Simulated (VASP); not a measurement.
The system is W.

```
CELL_PARAMETERS angstrom
-1.60075 1.60075 1.60075
1.60075 -1.60075 1.60075
1.60075 1.60075 -1.60075
ATOMIC_POSITIONS crystal
W 0.00000 0.00000 0.00000
```

```yaml
Program: VASP 6.6.1
Task: relaxation of cell and atoms
Functional: LDA
Potentials_or_basis: VASP PAW LDA potentials, release 64 (W_sv)
Cutoff: 600 eV
k_mesh: 8 × 8 × 8
Occupations: gaussian, width 0.1 eV
Spin: no spin polarisation
```

At the start: pressure -16.5 GPa; volume 16.41 Å³/atom.

Q: How do energy, volume and symmetry change on relaxing?

A: Over 4 steps the energy falls by 47.0 meV/atom and the volume is 15.56 Å³/atom (-5.2 %); space group Im-3m (No. 229, to 0.05 Å).

The path:
```csv
step,energy change (eV),largest force (eV/Å),pressure (GPa),volume (Å³)
1,0.0000,0.0000,-16.52,16.41
2,0.7300,0.0000,104.04,12.71
3,-0.0466,0.0000,-1.82,15.62
4,-0.0470,0.0000,-0.42,15.56
```

Final structure:
```xyz
1
Lattice="-1.5726 1.5726 1.5726 1.5726 -1.5726 1.5726 1.5726 1.5726 -1.5726" Properties=species:S:1:pos:R:3 pbc="T T T"
W     0.0000    0.0000    0.0000
```
